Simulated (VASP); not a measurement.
Crystal: PbSe.

```
Pb Se
1.0
     0.00000    3.42320    3.44409
     3.42320    0.00000    3.44409
     3.42320    3.42320    0.00000
Pb Se
1 1
Cartesian
  0.0000 0.0000 0.0000
  1.7116 1.7116 1.7220
```

This cell differs from its parent crystal: uniaxial z strain +0.6%.

Base run:

| Quantity | Value |
| --- | --- |
| Program | VASP 6.6.1 |
| Functional | PBE |
| Potentials or basis | VASP PAW PBE potentials, release 64 (Pb_d, Se) |
| Cutoff | 520 eV |
| k mesh | 6 × 6 × 6 |
| Occupations | fermi-dirac, width 0.02 eV |
| Spin | no spin polarisation |

Its results: band gap on the k mesh 0.75 eV, indirect (least direct gap 1.15 eV); pressure 0.5 GPa.

Task: The run is repeated on the same cell with these changes: functional from PBE to r2SCAN; occupations from fermi-dirac, width 0.02 eV to gaussian, width 0.01 eV. What comes out?

Result: Band gap on the k mesh 0.92 eV, indirect (least direct gap 1.34 eV); pressure -0.2 GPa.

Caveats: spin-orbit coupling is left out, which moves the levels of the heavy elements; the PAW data sets were made with another functional, which shifts forces and pressure a little (some runs).

A k mesh can miss the band edges.
